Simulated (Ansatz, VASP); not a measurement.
# AlFe, level by level in two programs

```xyz
2
Lattice="2.9100 0.0000 0.0000 0.0000 2.9100 0.0000 0.0000 0.0000 2.9100" Properties=species:S:1:pos:R:3 pbc="T T T"
Fe    1.4550    1.4550    1.4550
Al    0.0000    0.0000    0.0000
```

Single points on this cell with VASP 6.6.1 and Ansatz 0.2.0. Each row is one pair of runs. Alike in all rows: spin: collinear, typed start; k mesh: 9 × 9 × 9; Ansatz's potentials, cutoff: Ansatz PAW, 420 eV.

```csv
level,smearing,"VASP's potentials, cutoff","gap on the k mesh at the Fermi level (eV), VASP","gap on the k mesh at the Fermi level (eV), Ansatz","pressure (GPa), VASP","pressure (GPa), Ansatz","net moment per atom (μB), VASP","net moment per atom (μB), Ansatz"
LDA,"fermi-dirac, width 0.05 eV","VASP PAW LDA potentials, release 64 (Fe, Al), 520 eV",none,none,-16.2,-16.5,0.29,0.31
PBE,"gaussian, width 0.016 eV","VASP PAW PBE potentials, release 64 (Fe, Al), 520 eV",none,none,-6.3,-6.1,0.30,0.33
PBE,"gaussian, width 0.017 eV","VASP PAW PBE potentials, release 64 (Fe, Al), 520 eV",none,none,-6.3,-6.3,0.30,0.30
PBE,"gaussian, width 0.018 eV","VASP PAW PBE potentials, release 64 (Fe, Al), 520 eV",none,none,-6.3,-6.1,0.30,0.33
PBE,"gaussian, width 0.019 eV","VASP PAW PBE potentials, release 64 (Fe, Al), 520 eV",none,none,-6.3,-6.1,0.30,0.33
PBE,"gaussian, width 0.021 eV","VASP PAW PBE potentials, release 64 (Fe, Al), 520 eV",none,none,-6.3,-6.2,0.30,0.33
PBE,"gaussian, width 0.022 eV","VASP PAW PBE potentials, release 64 (Fe, Al), 520 eV",none,none,-6.5,-6.2,0.31,0.33
PBE,"gaussian, width 0.026 eV","VASP PAW PBE potentials, release 64 (Fe, Al), 520 eV",none,none,-6.3,-6.2,0.31,0.33
```

Pressure (GPa): the two programs differ by at most 0.38; net moment per atom (μB): the two programs differ by at most 0.031.

VASP's potentials hold 11 valence electrons a cell and Ansatz's 19, so a difference there can come from the potentials and not from the codes.

A gap of «none» marks a metal or a gap that the smearing closes.
